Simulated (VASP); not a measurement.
Write the native input for VASP 6.6.1 that does the following.

```yaml
Task: single point
Functional: B3LYP
Potentials_or_basis: VASP PAW PBE potentials, release 64 (Zr_sv)
Cutoff: 520 eV
k_mesh: 5 × 5 × 3
Occupations: fermi-dirac, width 0.05 eV
Spin: no spin polarisation
Dipole_correction: no
Grid_for_exact_exchange_PRECFOCK: Normal
Further_INCAR_settings: ALGO = Normal; EDIFF = 1e-06; NBANDS = 19
```

Zr:

```
Zr
1.0
     3.29962    0.00000    0.00000
    -1.64981    2.85755    0.00000
     0.00000    0.00000    5.08115
Zr
2
Direct
  0.66667 0.33333 0.75000
  0.33333 0.66667 0.25000
```

These files were run (other wordings do the same):

POSCAR

```
Zr
1.0
    3.2996163286      0.0000000000      0.0000000000
   -1.6498081643      2.8575515633      0.0000000000
    0.0000000000      0.0000000000      5.0811514218
Zr
2
Direct
    0.6666666667      0.3333333333      0.7500000000
    0.3333333333      0.6666666667      0.2500000000
```

INCAR.step1

```
SYSTEM = Zr
  PREC = Accurate
  ENCUT = 520
  EDIFF = 1E-5
  ISMEAR = -1
  SIGMA = 0.05
  LREAL = .False.
  LASPH = .True.
  NELM = 60
  ALGO = Normal
  ISIF = 2
  LWAVE = .True.
  LCHARG = .False.
  NBANDS = 19
  GGA = PE
```

INCAR.step2

```
SYSTEM = Zr
  PREC = Accurate
  ENCUT = 520
  EDIFF = 1E-6
  ISMEAR = -1
  SIGMA = 0.05
  LREAL = .False.
  LASPH = .True.
  NELM = 60
  ALGO = Normal
  ISIF = 2
  LWAVE = .False.
  LCHARG = .False.
  GGA = B3
  LHFCALC = .True.
  AEXX = 0.2
  AGGAX = 0.72
  AGGAC = 0.81
  ALDAC = 0.19
  PRECFOCK = Normal
  NBANDS = 19
  ISTART = 1
```

KPOINTS

```
Automatic mesh
0
Gamma
  5 5 3
  0 0 0
```

Potentials or basis: VASP PAW PBE potentials, release 64 (Zr_sv).

Run with:

```bash
$ cat potpaw_PBE.64/Zr_sv/POTCAR > POTCAR
$ cp INCAR.step1 INCAR
$ mpirun -np 1 vasp_std > vasp.out
$ cp INCAR.step2 INCAR
$ mpirun -np 1 vasp_std > vasp.out
```

Results of the run:

* Pressure: 0.0 GPa
* Band gap on the k mesh: zero (band 12 reaches 10.26 eV, above the bottom of band 13 at 8.94 eV)

Caveat: the k points lie up to 0.44 Å⁻¹ apart; the PAW data sets were made with another functional, which shifts forces and pressure a little.

It took 20 min on 1 thread of Intel(R) Xeon(R) Platinum 8259CL CPU @ 2.50GHz (Skylake/Cascade Lake), on a shared host, peak memory 0.18 GiB.
